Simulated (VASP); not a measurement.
# VCrC2 (R-3m) in VASP: further runs, part 2 of 2

VASP 6.6.1. The steps go on from the part before.

### Step 3. Single point, PBEsol, collinear spin, ferromagnetic start (8.76 Å³/atom)

This run uses another cell than the first one, of 8.76 Å³/atom.

File INCAR:

```
  PREC = Accurate
  ENCUT = 520
  EDIFF = 1E-7
  ISMEAR = -1
  SIGMA = 0.05
  LREAL = False
  LASPH = True
  NELM = 150
  ALGO = Normal
  ISIF = 2
  LWAVE = False
  LCHARG = True
  ISPIN = 2
  MAGMOM = 3 2 0 0
  LORBIT = 11
  LMAXMIX = 4
  GGA = PS
  LELF = True
  LVHAR = True
  NBANDS = 28
```

File KPOINTS:

```
regular mesh
0
Gamma
  11 11 11
```

File POSCAR:

```
VCrC2
1.0
    1.4606320425      0.8432963029      4.7393853233
   -1.4606320425      0.8432963029      4.7393853233
    0.0000000000     -1.6865926058      4.7393853233
Cr V C
1 1 2
Direct
    0.5000000000      0.5000000000      0.5000000000
    0.0000000000      0.0000000000      0.0000000000
    0.2487590000      0.2487590000      0.2487590000
    0.7512410000      0.7512410000      0.7512410000
```

Potentials or basis: VASP PAW PBE potentials, release 64 (Cr_pv, V_sv, C).

On the command line:

```
> cat potpaw_PBE.64/Cr_pv/POTCAR potpaw_PBE.64/V_sv/POTCAR potpaw_PBE.64/C/POTCAR > POTCAR
> mpirun -np 1 vasp_std > vasp.out
```

OUTCAR:

```text
PREC = Accurate
   ENCUT = 520
   EDIFF = 1E-7
   ISMEAR = -1
   LREAL = False
   LASPH = True
   NELM = 150
   ISIF = 2
   ISPIN = 2
   LORBIT = 11
   GGA = PS

 ion  position               nearest neighbor table
   1  0.500  0.500  0.500-   3 2.05   4 2.05   3 2.05   3 2.05   4 2.05   4 2.05   2 2.91   2 2.91
                             2 2.91   2 2.91   2 2.91   2 2.91
   2  0.000  0.000  0.000-   4 2.07   3 2.07   4 2.07   4 2.07   3 2.07   3 2.07   1 2.91   1 2.91
                             1 2.91   1 2.91   1 2.91   1 2.91
   3  0.249  0.249  0.249-   1 2.05   1 2.05   1 2.05   2 2.07   2 2.07   2 2.07
   4  0.751  0.751  0.751-   1 2.05   1 2.05   1 2.05   2 2.07   2 2.07   2 2.07

  LATTYP: Found a trigonal (rhomboedric) cell.
 ALAT       =     5.0305434956
 COS(alpha) =     0.8313905832

  Lattice vectors:

 A1 = (   1.4606320425,   0.8432963029,   4.7393853233)
 A2 = (  -1.4606320425,   0.8432963029,   4.7393853233)
 A3 = (   0.0000000000,  -1.6865926058,   4.7393853233)

Analysis of symmetry for initial positions (statically):
=====================================================================
 Subroutine PRICEL returns:
 Original cell was already a primitive cell.

 Routine SETGRP: Setting up the symmetry group for a
 trigonal (rhombohedral) supercell.

 Subroutine GETGRP returns: Found 12 space group operations
 (whereof 12 operations were pure point group operations)
 out of a pool of 12 trial point group operations.

The static configuration has the point symmetry D_3d.

Analysis of symmetry for dynamics (positions and initial velocities):
=====================================================================
 Subroutine PRICEL returns:
 Original cell was already a primitive cell.

 Routine SETGRP: Setting up the symmetry group for a
 trigonal (rhombohedral) supercell.

 Subroutine GETGRP returns: Found 12 space group operations
 (whereof 12 operations were pure point group operations)
 out of a pool of 12 trial point group operations.

The dynamic configuration has the point symmetry D_3d.

Analysis of structural, dynamic, and magnetic symmetry:
=====================================================================
 Subroutine PRICEL returns:
 Original cell was already a primitive cell.

 Routine SETGRP: Setting up the symmetry group for a
 trigonal (rhombohedral) supercell.

 Subroutine GETGRP returns: Found 12 space group operations
 (whereof 12 operations were pure point group operations)
 out of a pool of 12 trial point group operations.

The overall configuration has the point symmetry D_3d.

 Subroutine INISYM returns: Found 12 space group operations
 (whereof 12 operations are pure point group operations),
 and found     1 'primitive' translations

----------------------------------------------------------------------------------------

                                     Primitive cell

  volume of cell :      35.0263

  direct lattice vectors                    reciprocal lattice vectors
     1.460632042  0.843296303  4.739385323     0.342317562  0.197637137  0.070332609
    -1.460632042  0.843296303  4.739385323    -0.342317562  0.197637137  0.070332609
     0.000000000 -1.686592606  4.739385323     0.000000000 -0.395274273  0.070332609

  length of vectors
     5.030543496  5.030543496  5.030543496     0.401482785  0.401482785  0.401482785

  position of ions in fractional coordinates (direct lattice)
     0.500000000  0.500000000  0.500000000
[... 84 lines left out ...]
   EDIFFG = 0.1E-05   stopping-criterion for IOM
   NSW    =      0    number of steps for IOM
   IBRION =     -1    ionic relax: 0-MD 1-quasi-New 2-CG
   NFREE  =      0    steps in history (QN), initial steepest desc. (CG)
   ISIF   =      2    stress and relaxation
   ISYM   =      2    0-nonsym 1-usesym 2-fastsym
   POTIM  = 0.5000    time-step for ionic-motion
   TEBEG  =    0.0;   TEEND  =   0.0 temperature during run
   PSTRESS=    0.0 pullay stress
   NELECT =      33.0000    total number of electrons
   NUPDOWN=      -1.0000    fix difference up-down
   EMIN   =  10.00;   EMAX   =-10.00  energy-range for DOS
   EFERMI =   0.00;   METHOD = LEGACY
   ISMEAR =    -1;   SIGMA  =   0.05  broadening in eV -4-tet -1-fermi 0-gaus
   EFERMI_NEDOS =   21; number of points for ismear=-14 and -15
   IALGO  =     38    algorithm
   IMIX   =      4    mixing-type and parameters
     AMIX     =   0.40;   BMIX     =  1.00
     AMIX_MAG =   1.60;   BMIX_MAG =  1.00
  volume/ion in A,a.u.               =       8.76        59.09
  Fermi-wavevector in a.u.,A,eV,Ry     =   1.604900  3.032822 35.044592  2.575705
  Thomas-Fermi vector in A             =   2.701332
   LORBIT       =     11    0 simple, 1 ext, 2 COOP (PROOUT), +10 PAW based schemes
   GGA     = PS    functional components
   LHFCALC =     F    Hartree Fock is set to
   AEXX    =    0.0000 exact exchange contribution
   IVDW    =     0    specifies the selected vdW correction
   LEPSILON=     F    determine dielectric tensor
   LRPA    =     F    only Hartree local field effects (RPA)
 spin polarized calculation
  energy-cutoff  :      520.00
  volume of cell :       35.03
 maximum number of plane-waves:       966
 NGX is ok and might be reduce to    40
   NGX = 19   NGY = 19   NGZ = 19

 number of electron      32.9999997 magnetization       0.0005060

 Free energy of the ion-electron system (eV)
  ---------------------------------------------------
  ext. energy  EPLUGINS =         0.00000000
  ---------------------------------------------------
  free energy    TOTEN  =       -39.97243389 eV

  energy without entropy =      -39.94419356  energy(sigma->0) =      -39.95831373

 E-fermi :  10.9962     XC(G=0): -13.7250

 val. band max:       10.9933995517   @ k =  -0.4545   0.2727   0.1818
 cond. band min:      10.9994056880   @ k =   0.4545   0.2727  -0.0000
 fundamental gap:      0.0060061364
 Fermi energy:        10.9961699109

 spin component 1

 k-point     1 :       0.0000    0.0000    0.0000
  band No.  band energies     occupation
      1     -53.7344      1.00000
      2     -32.6807      1.00000
      3     -32.6031      1.00000
      4     -32.6031      1.00000
      5     -27.7841      1.00000
      6     -27.5163      1.00000
[... 733 lines left out ...]
     27      23.2494      0.00000
     28      23.5604      0.00000

 [... further k-points ...]

 spin component 2

 k-point     1 :       0.0000    0.0000    0.0000
  band No.  band energies     occupation
      1     -53.7344      1.00000
      2     -32.6801      1.00000
      3     -32.6026      1.00000
      4     -32.6026      1.00000
      5     -27.7841      1.00000
      6     -27.5163      1.00000
[... 733 lines left out ...]
     27      23.2494      0.00000
     28      23.5604      0.00000

 [... further k-points ...]

------------------------ aborting loop because EDIFF is reached ----------------------------------------

  FORCE on cell =-STRESS in cart. coord.  units (eV):
  Direction    XX          YY          ZZ          XY          YZ          ZX
  --------------------------------------------------------------------------------------
  -------------------------------------------------------------------------------------
  Total       -2.4986693     -2.4986693     -2.5254344      0.0000000     -0.0000000      0.0000000
  in kB     -114.2944313   -114.2944313   -115.5187246      0.0000000     -0.0000000      0.0000000
  external PRESSURE =    -114.7025290 kB  Pullay stress =       0.0000000 kB

 VOLUME and BASIS-vectors are now :
 -----------------------------------------------------------------------------
  energy-cutoff  :      520.00
  volume of cell :       35.03
      direct lattice vectors                 reciprocal lattice vectors
     1.460632042  0.843296303  4.739385323     0.342317562  0.197637137  0.070332609
    -1.460632042  0.843296303  4.739385323    -0.342317562  0.197637137  0.070332609
     0.000000000 -1.686592606  4.739385323     0.000000000 -0.395274273  0.070332609

 POSITION                                       TOTAL-FORCE (eV/Angst)
 -----------------------------------------------------------------------------------
      0.00000      0.00000      7.10908         0.000000     -0.000000      0.000000
      0.00000      0.00000      0.00000        -0.000000     -0.000000      0.000000
      0.00000      0.00000      3.53689        -0.000000     -0.000000     -0.003004
      0.00000      0.00000     10.68126        -0.000000      0.000000      0.003004
 -----------------------------------------------------------------------------------
    total drift:                                0.000000      0.000000     -0.000000

  FREE ENERGIE OF THE ION-ELECTRON SYSTEM (eV)
  ---------------------------------------------------
  free  energy   TOTEN  =       -39.9724338900 eV

  energy  without entropy=      -39.9441935646  energy(sigma->0) =      -39.95831373

 total charge

# of ion       s       p       d       tot
------------------------------------------
    1        0.329   6.454   4.333  11.116
    2        2.267   6.330   3.193  11.789
    3        0.887   1.512   0.000   2.399
    4        0.887   1.512   0.000   2.399
--------------------------------------------------
tot          4.369  15.807   7.526  27.702

 magnetization (x)

# of ion       s       p       d       tot
------------------------------------------
    1        0.000   0.000   0.001   0.001
    2       -0.000   0.000   0.000   0.000
    3       -0.000  -0.000   0.000  -0.000
    4       -0.000  -0.000   0.000  -0.000
--------------------------------------------------
tot         -0.000  -0.000   0.001   0.001
```

OSZICAR:

```text
N       E                     dE             d eps       ncg     rms          rms(c)
DAV:   1     0.341293486637E+03    0.34129E+03   -0.17200E+04 16368   0.136E+03
DAV:   2    -0.298061458593E+02   -0.37110E+03   -0.34988E+03 16604   0.420E+02
DAV:   3    -0.502527594890E+02   -0.20447E+02   -0.19836E+02 17900   0.102E+02
[... 19 lines left out ...]
DAV:  23    -0.399724327336E+02   -0.14202E-05   -0.41089E-05 20052   0.462E-02    0.324E-03
DAV:  24    -0.399724336283E+02   -0.89472E-06   -0.10416E-05 19668   0.194E-02    0.190E-03
DAV:  25    -0.399724338316E+02   -0.20323E-06   -0.70437E-07 15108   0.495E-03    0.924E-04
DAV:  26    -0.399724338717E+02   -0.40132E-07   -0.18828E-06 20368   0.103E-02    0.856E-04
DAV:  27    -0.399724338900E+02   -0.18321E-07   -0.38611E-07 14912   0.391E-03
   1 F= -.39972434E+02 E0= -.39958314E+02  d E =-.282403E-01  mag=     0.0000
```

stdout:

```text
POSCAR found type information on POSCAR CrV C
 POSCAR found :  3 types and       4 ions
 scaLAPACK will be used
 -----------------------------------------------------------------------------
|                                                                             |
|                                                                             |
|     You enforced a specific xc type in the INCAR file but a different       |
|     I HOPE YOU KNOW WHAT YOU ARE DOING!                                     |
|                                                                             |
 -----------------------------------------------------------------------------

 LDA part: xc-table for (Slater+PW92), standard interpolation
 POSCAR, INCAR and KPOINTS ok, starting setup
 FFT: planning ... GRIDC
 FFT: planning ... GRID_SOFT
 FFT: planning ... GRID
 WAVECAR not read
 entering main loop
```

It took 10 min on 1 thread of Intel Xeon 6975P-C (Granite Rapids), shared host; peak memory 0.46 GiB.

What came out:

| Quantity | Value |
| --- | --- |
| Free energy | -39.9724 eV |
| Pressure | -11.5 GPa |
| Largest force | 0.003 eV/Å |
| Net moment | 0.00 μB per cell |
| Valence electrons inside the program's atomic spheres | Cr 11.12; V 11.79; C 2.40 |

Forces on the atoms (eV/Å):
```
Cr   0.000  0.000  0.000
V    0.000  0.000  0.000
C    0.000  0.000 -0.003
C    0.000  0.000  0.003
```

Levels at points of the mesh, in eV from the Fermi level:
Spin up:
```
           k point  band 15  band 16  band 17  band 18  band 19  band 20
(0.00, 0.00, 0.00)    -1.40    -0.53    -0.53     0.70     0.70     0.95
```
Spin down:
```
           k point  band 14  band 15  band 16  band 17  band 18  band 19  band 20  band 21
(0.00, 0.00, 0.00)    -1.48    -1.40    -0.53    -0.53     0.70     0.70     0.95     0.95
```

Caveat: the cell stands under tension; an empty level that is flat over the whole mesh can mark a ghost state of the potentials, or a narrow d or f band; the moments typed at the start vanished in this run; the PAW data sets were made with another functional, which shifts forces and pressure a little.

### Step 4. Single point, PBEsol, collinear spin, ferromagnetic start

This run uses another cell than the first one, of 8.76 Å³/atom.

File INCAR:

```
SYSTEM = VCrC2
ALGO = Normal ; EDIFF = 1E-6
ENCUT = 520 ; GGA = PS
ISIF = 2 ; ISMEAR = 1
ISPIN = 2 ; KPAR = 4
LASPH = .TRUE. ; LCHARG = .FALSE.
LMAXMIX = 4 ; LORBIT = 11
LREAL = .FALSE. ; LWAVE = .FALSE.
MAGMOM = 3 2 0 0 ; NBANDS = 28
NELM = 150 ; PREC = Accurate
SIGMA = 0.1
```

File KPOINTS:

```
k-points
0
G
  17 17 17
  0 0 0
```

POSCAR is that of step 3.

On the command line:

```
> cat potpaw_PBE.64/Cr_pv/POTCAR potpaw_PBE.64/V_sv/POTCAR potpaw_PBE.64/C/POTCAR > POTCAR
> mpirun -np 4 vasp_std > vasp.out
```

Wall time 11 min (4 MPI ranks of Intel Xeon Platinum 8259CL at 2.50GHz (Skylake/Cascade Lake), shared host); peak memory 0.88 GiB.

The run converged. Its results:

| Property | Result |
| --- | --- |
| Free energy | -39.9563 eV |
| Pressure | -11.5 GPa |
| Largest force | 0.010 eV/Å |
| Net moment | 0.11 μB per cell |
| Site moments | Cr +0.11; V +0.01; C -0.00 μB |
| Valence electrons inside the program's atomic spheres | Cr 11.12; V 11.79; C 2.40 |

Forces in eV/Å, atoms in the order of the input:
```
Cr   0.000  0.000  0.000
V    0.000  0.000  0.000
C    0.000  0.000 -0.010
C    0.000  0.000  0.010
```

Stress tensor (GPa, compression positive):
```
-11.50   0.00   0.00
  0.00 -11.50   0.00
  0.00   0.00 -11.63
```

Levels at points of the mesh, in eV from the Fermi level:
Spin up:
| k point | band 14 | band 15 | band 16 | band 17 | band 18 | band 19 | band 20 | band 21 |
| --- | --- | --- | --- | --- | --- | --- | --- | --- |
| (0.00, 0.00, 0.00) | -1.52 | -1.44 | -0.55 | -0.55 | 0.68 | 0.68 | 0.95 | 0.95 |
Spin down:
```csv
k point,band 13,band 14,band 15,band 16,band 17,band 18,band 19,band 20
"(0.00, 0.00, 0.00)",-1.45,-1.45,-1.36,-0.51,-0.51,0.72,0.72,0.95
```

Caveat: the cell stands under tension; an empty level that is flat over the whole mesh can mark a ghost state of the potentials, or a narrow d or f band; the PAW data sets were made with another functional, which shifts forces and pressure a little.

### Step 5. Single point, r2SCAN, collinear spin, ferromagnetic start

This run uses another cell than the first one, of 8.76 Å³/atom.

POSCAR is that of step 4.

File INCAR.step1:

```
PREC     = Accurate       # precision mode
ENCUT    = 520            # plane-wave cutoff, eV
ISMEAR   = -1             # smearing method
SIGMA    = 0.05           # smearing width, eV
LREAL    = False          # projectors in reciprocal space
LASPH    = True           # aspherical terms in the spheres
NELM     = 150            # most SCF steps
ISPIN    = 2              # spin polarisation
MAGMOM   = 3 2 0 0        # initial moments
LMAXMIX  = 4              # l up to which the mixer works
NBANDS   = 28             # bands
GGA      = PE             # functional
ALGO     = Normal         # electronic algorithm
EDIFF    = 1E-4           # SCF threshold, eV
LWAVE    = True           # write WAVECAR
LCHARG   = False          # write CHGCAR
```

File INCAR.step2:

```
PREC     = Accurate       # precision mode
ENCUT    = 520            # plane-wave cutoff, eV
EDIFF    = 1E-7           # SCF threshold, eV
ISMEAR   = -1             # smearing method
SIGMA    = 0.05           # smearing width, eV
LREAL    = False          # projectors in reciprocal space
LASPH    = True           # aspherical terms in the spheres
NELM     = 150            # most SCF steps
ALGO     = Normal         # electronic algorithm
ISIF     = 2              # what is computed and relaxed
LWAVE    = False          # write WAVECAR
LCHARG   = True           # write CHGCAR
ISPIN    = 2              # spin polarisation
MAGMOM   = 3 2 0 0        # initial moments
LORBIT   = 11             # projections on sites
LMAXMIX  = 4              # l up to which the mixer works
METAGGA  = R2SCAN         # meta-GGA
LMIXTAU  = True         
LELF     = True           # ELF
LVHAR    = True         
NBANDS   = 28             # bands
ISTART   = 1
```

File KPOINTS:

```
regular mesh
0
Gamma
  11 11 11
```

On the command line:

```
> cat potpaw_PBE.64/Cr_pv/POTCAR potpaw_PBE.64/V_sv/POTCAR potpaw_PBE.64/C/POTCAR > POTCAR
> cp INCAR.step1 INCAR
> mpirun -np 1 vasp_std > vasp.out
> cp INCAR.step2 INCAR
> mpirun -np 1 vasp_std > vasp.out
```

It took 1.7 h on 1 thread of Intel Xeon 8259CL, shared host; peak memory 0.49 GiB.

It converged, with:

```
Free energy                                           : -49.5630 eV
Pressure                                              : -4.5 GPa
Largest force                                         : 0.038 eV/Å
Net moment                                            : -0.18 μB per cell
Site moments                                          : Cr -0.13; V -0.07; C +0.01 μB
Valence electrons inside the program's atomic spheres : Cr 11.23; V 11.73; C 2.44
```

Forces in eV/Å, atoms in the order of the input:
```
Cr   0.000  0.000  0.000
V    0.000  0.000  0.000
C    0.000  0.000  0.038
C    0.000  0.000 -0.038
```

Stress tensor (GPa, compression positive):
```
-4.19  0.00  0.00
 0.00 -4.19  0.00
 0.00  0.00 -5.21
```

Levels at points of the mesh, in eV from the Fermi level:
Spin up:
| k point | band 14 | band 15 | band 16 | band 17 | band 18 | band 19 |
| --- | --- | --- | --- | --- | --- | --- |
| (0.00, 0.00, 0.00) | -1.29 | -1.29 | -0.53 | -0.53 | 0.87 | 0.87 |
Spin down:
```
           k point  band 13  band 14  band 15  band 16  band 17  band 18  band 19  band 20  band 21  band 22
(0.00, 0.00, 0.00)    -1.63    -1.63    -1.29    -0.63    -0.63     0.65     0.65     0.90     0.90     0.98
```

Caveat: the cell stands under tension; the PAW data sets were made with another functional, which shifts forces and pressure a little.
